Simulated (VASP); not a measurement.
Write the native input for VASP 6.6.1 that does the following.

```
Task                               : single point
Functional                         : HSE06
Potentials or basis                : VASP PAW PBE potentials, release 64 (Ta_sv_GW)
Cutoff                             : 400 eV
k mesh                             : 6 × 6 × 6
Occupations                        : fermi-dirac, width 0.05 eV
Spin                               : no spin polarisation
Dipole correction                  : no
Grid for exact exchange (PRECFOCK) : Normal
Further INCAR settings             : ALGO = Normal; EDIFF = 1e-06; NBANDS = 12
Share of exact exchange            : 0.25
Screening parameter                : 0.2079 1/Å
```

Ta:

```
CELL_PARAMETERS angstrom
-1.64020 1.64020 1.64020
1.64020 -1.64020 1.64020
1.64020 1.64020 -1.64020
ATOMIC_POSITIONS crystal
Ta 0.00000 0.00000 0.00000
```

The input as run:

POSCAR

```
Ta
1.0
   -1.6401972500      1.6401972500      1.6401972500
    1.6401972500     -1.6401972500      1.6401972500
    1.6401972500      1.6401972500     -1.6401972500
Ta
1
Direct
    0.0000000000      0.0000000000      0.0000000000
```

INCAR.step1

```
SYSTEM = Ta
PREC = Accurate
ENCUT = 400
EDIFF = 1E-5
ISMEAR = -1
SIGMA = 0.05
LREAL = .False.
LASPH = .True.
NELM = 120
ALGO = Normal
ISIF = 2
LWAVE = .True.
LCHARG = .False.
GGA = PE
NBANDS = 12
GGA_COMPAT = .False.
```

INCAR.step2

```
SYSTEM = Ta
PREC = Accurate
ENCUT = 400
EDIFF = 1E-6
ISMEAR = -1
SIGMA = 0.05
LREAL = .False.
LASPH = .True.
NELM = 120
ALGO = Normal
ISIF = 2
LWAVE = .False.
LCHARG = .False.
GGA = PE
LHFCALC = .True.
HFSCREEN = 0.2079
PRECFOCK = Normal
ISTART = 1
NBANDS = 12
GGA_COMPAT = .False.
```

KPOINTS

```
regular mesh
0
Gamma
  6 6 6
  0 0 0
```

Potentials or basis: VASP PAW PBE potentials, release 64 (Ta_sv_GW).

Run with:

```console
$ cat potpaw_PBE.64/Ta_sv_GW/POTCAR > POTCAR
$ cp INCAR.step1 INCAR
$ mpirun -np 1 vasp_std > vasp.out
$ cp INCAR.step2 INCAR
$ mpirun -np 1 vasp_std > vasp.out
```

Results of the run:

| Quantity | Value |
| --- | --- |
| Pressure | 4.4 GPa |
| Band gap on the k mesh | zero (an odd number of electrons rules out a gap without spin polarisation) |

Caveat: the k points lie up to 0.45 Å⁻¹ apart, too coarse for converged energies and pressures of a metal; the PAW data sets were made with another functional, which shifts forces and pressure a little; spin-orbit coupling is left out, which moves the levels of the heavy elements.

Run time: 3.3 min on 1 thread of Intel(R) Xeon(R) 6975P-C (Granite Rapids) (shared host), peak memory 0.22 GiB.
